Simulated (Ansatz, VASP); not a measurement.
**Two plane-wave programs on PbSe**

The input POSCAR:

```
PbSe
1.0
    3.8758269060      0.0000000000      0.0000000000
    0.0000000000      3.8758269060      0.0000000000
    0.0000000000      0.0000000000      3.8758269060
Pb Se
1 1
Direct
    0.0000000000      0.0000000000      0.0000000000
    0.5000000000      0.5000000000      0.5000000000
```

File INCAR.step1:

```
SYSTEM = PbSe
PREC = Accurate
ENCUT = 520
ISMEAR = 0
SIGMA = 0.1
LREAL = .False.
LASPH = .True.
NELM = 100
NBANDS = 17
GGA = PE
ALGO = Normal
EDIFF = 1E-4
LWAVE = .True.
LCHARG = .False.
```

Contents of INCAR.step2:

```
SYSTEM = PbSe
PREC = Accurate
ENCUT = 520
EDIFF = 1E-6
ISMEAR = 0
SIGMA = 0.1
LREAL = .False.
LASPH = .True.
NELM = 100
ALGO = Normal
ISIF = 2
LWAVE = .False.
LCHARG = .False.
METAGGA = R2SCAN
LMIXTAU = .True.
NBANDS = 17
ISTART = 1
```

The input KPOINTS:

```
Automatic mesh
0
Gamma
  12 12 12
  0 0 0
```

Input for Ansatz:

```yaml
crystal:
  lattice:
    - [3.875826906, 0.0, 0.0]
    - [0.0, 3.875826906, 0.0]
    - [0.0, 0.0, 3.875826906]
  atoms:
    - { symbol: Pb, position: [0.0, 0.0, 0.0] }
    - { symbol: Se, position: [0.5, 0.5, 0.5] }
basis:
  ecutwfc: 500
kpoints:
  mp_grid: { grid: [12, 12, 12] }
hamiltonian:
  xc: r2scan
scf:
  occupations: { method: gaussian, width: 0.1 }
output:
  forces: true
  stress: true
  eigenvalues: true
  populations: true
```

Alike in both runs: task single point; functional r2SCAN; k mesh 12 × 12 × 12; occupations gaussian, width 0.1 eV; no spin polarisation.

|  | VASP | Ansatz |
| --- | --- | --- |
| version | VASP 6.6.1 | Ansatz 0.2.0 |
| potentials or method | VASP PAW PBE potentials, release 64 (Pb_d, Se), cutoff 520 eV | scalar-relativistic, plane waves, PAW |
| valence electrons in the cell | 20 | 30 |

|  | VASP | Ansatz | Ansatz less VASP |
| --- | --- | --- | --- |
| gap on the k mesh at the Fermi level (eV) | none | none | - |
| pressure (GPa) | -3.9 | -3.9 | 0.00 |

VASP's potentials were made for PBE, not for r2SCAN. A gap of «none» marks a metal or a gap that the smearing closes. With one functional, cell and mesh, what is left measures potentials, basis and numerics. VASP's potentials hold 20 valence electrons a cell and Ansatz's 30, so a difference there can come from the potentials and not from the codes.

Neither program's run includes spin-orbit coupling.
